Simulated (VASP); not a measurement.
The system is Hf.

```
Hf
1.0
     3.19670    0.00000    0.00000
    -1.59835    2.76842    0.00000
     0.00000    0.00000    5.05780
Hf
2
Direct
  0.33333 0.66667 0.25000
  0.66667 0.33333 0.75000
```

```yaml
Program: VASP 6.6.1
Task: relaxation of cell and atoms
Functional: PBEsol
Potentials_or_basis: VASP PAW PBE potentials, release 64 (Hf_pv)
Cutoff: 600 eV
k_mesh: 15 × 15 × 8
Occupations: gaussian, width 0.1 eV
Spin: no spin polarisation
```

At the start: pressure -4.1 GPa; volume 22.38 Å³/atom.

Problem. Where does the relaxation end?

Solution. Over 7 steps the energy falls by 11.2 meV/atom and the volume is 21.54 Å³/atom (-3.8 %); space group P6_3/mmc (No. 194, to 0.1 Å) before and after.

The path:
| step | energy change (eV) | largest force (eV/Å) | pressure (GPa) | volume (Å³) |
| --- | --- | --- | --- | --- |
| 1 | 0.0000 | 0.0000 | -4.13 | 44.76 |
| 2 | 0.0115 | 0.0000 | 5.78 | 41.13 |
| 3 | -0.0224 | 0.0000 | -0.03 | 43.09 |
| 4 | -0.0224 | 0.0000 | 0.05 | 43.06 |
| 5 | -0.0224 | 0.0000 | -0.04 | 43.09 |
| 6 | -0.0224 | 0.0000 | -0.03 | 43.09 |
| 7 | -0.0224 | 0.0000 | 0.00 | 43.08 |

Final structure:
```cif
data_structure
_symmetry_space_group_name_H-M 'P 1'
_symmetry_Int_Tables_number 1
_cell_length_a 3.1580
_cell_length_b 3.1580
_cell_length_c 4.9876
_cell_angle_alpha 90.000
_cell_angle_beta 90.000
_cell_angle_gamma 120.000
_cell_volume 43.08
loop_
_atom_site_label
_atom_site_type_symbol
_atom_site_fract_x
_atom_site_fract_y
_atom_site_fract_z
_atom_site_occupancy
Hf1 Hf 0.33333 0.66667 0.25000 1
Hf2 Hf 0.66667 0.33333 0.75000 1
```

Caveat: the PAW data sets were made with another functional, which shifts forces and pressure a little.
